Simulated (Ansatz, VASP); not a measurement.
Ru: VASP beside Ansatz

```
CELL_PARAMETERS angstrom
2.74855 0.00000 0.00000
-1.37428 2.38032 0.00000
0.00000 0.00000 8.86463
ATOMIC_POSITIONS crystal
Ru 0.00000 0.00000 0.00000
Ru 0.00000 0.00000 0.50000
Ru 0.33333 0.66667 0.75000
Ru 0.66667 0.33333 0.25000
```

Alike in both runs: task relaxation of cell and atoms; functional r2SCAN; k mesh 9 × 9 × 2; occupations gaussian, width 0.1 eV; no spin polarisation.

```csv
,VASP,Ansatz
version,VASP 6.6.1,Ansatz 0.2.0
potentials or method,"VASP PAW PBE potentials, release 64 (Ru_pv), cutoff 600 eV","scalar-relativistic, plane waves, PAW"
valence electrons in the cell,56,64
```

|  | VASP | Ansatz | Ansatz less VASP |
| --- | --- | --- | --- |
| gap on the k mesh at the Fermi level, each at its own relaxed structure (eV) | none | none | - |
| relaxed volume (Å³/atom) | 13.59 | 13.53 | -0.058 |
| relaxed length of the cell vector where the two differ most in proportion (Å) | 2.684 | 2.680 | -0.0039 |

VASP's potentials were made for PBE, not for r2SCAN. A gap of «none» marks a metal or a gap that the smearing closes. VASP's potentials hold 56 valence electrons a cell and Ansatz's 64, so a difference there can come from the potentials and not from the codes.
